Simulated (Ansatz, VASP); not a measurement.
BaS: VASP beside Ansatz

File POSCAR:

```
BaS
1.0
    5.1994111614      0.0000000000      0.0000000000
   -2.5997055807      4.5028221505      0.0000000000
    0.0000000000      0.0000000000      6.3833234887
Ba S
2 2
Direct
    0.3333333333      0.6666666667     -0.0625000000
    0.6666666667      0.3333333333      0.4375000000
    0.3333333333      0.6666666667      0.4375000000
    0.6666666667      0.3333333333      0.9375000000
```

File INCAR.step1:

```
SYSTEM = BaS
PREC = Accurate ; ENCUT = 520
ISMEAR = 0 ; SIGMA = 0.01
LREAL = .FALSE. ; LASPH = .TRUE.
NELM = 100 ; NBANDS = 24
GGA = PE ; ALGO = Normal
EDIFF = 1E-4 ; LWAVE = .TRUE.
LCHARG = .FALSE.
```

The input INCAR.step2:

```
SYSTEM = BaS
PREC = Accurate ; ENCUT = 520
EDIFF = 1E-7 ; ISMEAR = 0
SIGMA = 0.01 ; LREAL = .FALSE.
LASPH = .TRUE. ; NELM = 100
ALGO = Normal ; ISIF = 2
LWAVE = .FALSE. ; LCHARG = .FALSE.
METAGGA = R2SCAN ; LMIXTAU = .TRUE.
NBANDS = 24 ; ISTART = 1
```

Contents of KPOINTS:

```
Automatic mesh
0
G
  6 6 4
  0 0 0
```

Input for Ansatz:

```yaml
crystal:
  lattice:
    - [5.1994111614, 0.0, 0.0]
    - [-2.5997055807, 4.5028221505, 0.0]
    - [0.0, 0.0, 6.3833234887]
  atoms:
    - { symbol: Ba, position: [0.3333333333, 0.6666666667, -0.0625] }
    - { symbol: Ba, position: [0.6666666667, 0.3333333333, 0.4375] }
    - { symbol: S, position: [0.3333333333, 0.6666666667, 0.4375] }
    - { symbol: S, position: [0.6666666667, 0.3333333333, 0.9375] }
kpoints:
  mp_grid: { grid: [6, 6, 4] }
  band_path:
    path:
      - [0.0, 0.0, 0.0]
      - [0.5, 0.0, 0.0]
      - [0.3333333333, 0.3333333333, 0.0]
      - [0.0, 0.0, 0.5]
      - [0.5, 0.0, 0.5]
      - [0.3333333333, 0.3333333333, 0.5]
    npoints: 1
hamiltonian:
  xc: r2scan
scf:
  occupations: { method: fixed }
  n_extra_bands: 5
output:
  forces: true
  stress: true
  eigenvalues: true
```

Change from the starting cell: biaxial_xy strain -3.4%.

Alike in both runs: task single point; functional r2SCAN; k mesh 6 × 6 × 4; no spin polarisation.

|  | VASP | Ansatz |
| --- | --- | --- |
| version | VASP 6.6.1 | Ansatz 0.2.0 |
| potentials or method | VASP PAW PBE potentials, release 64 (Ba_sv, S) | plane waves, PAW |
| plane-wave cutoff (eV) | 520 | 500 |
| occupations | gaussian, width 0.01 eV | fixed |
| valence electrons in the cell | 32 | 32 |

VASP gave:

* gap on the k mesh at the Fermi level (eV): 2.79
* pressure (GPa): 3.2
* traceless stress, the component that is largest in VASP (GPa): -1.69

What did Ansatz give for the same quantities?

gap on the k mesh at the Fermi level (eV): 2.85; pressure (GPa): 2.7; traceless stress, the component that is largest in VASP (GPa): -1.63.

VASP's potentials were made for PBE, not for r2SCAN.

Neither program's run includes spin-orbit coupling.
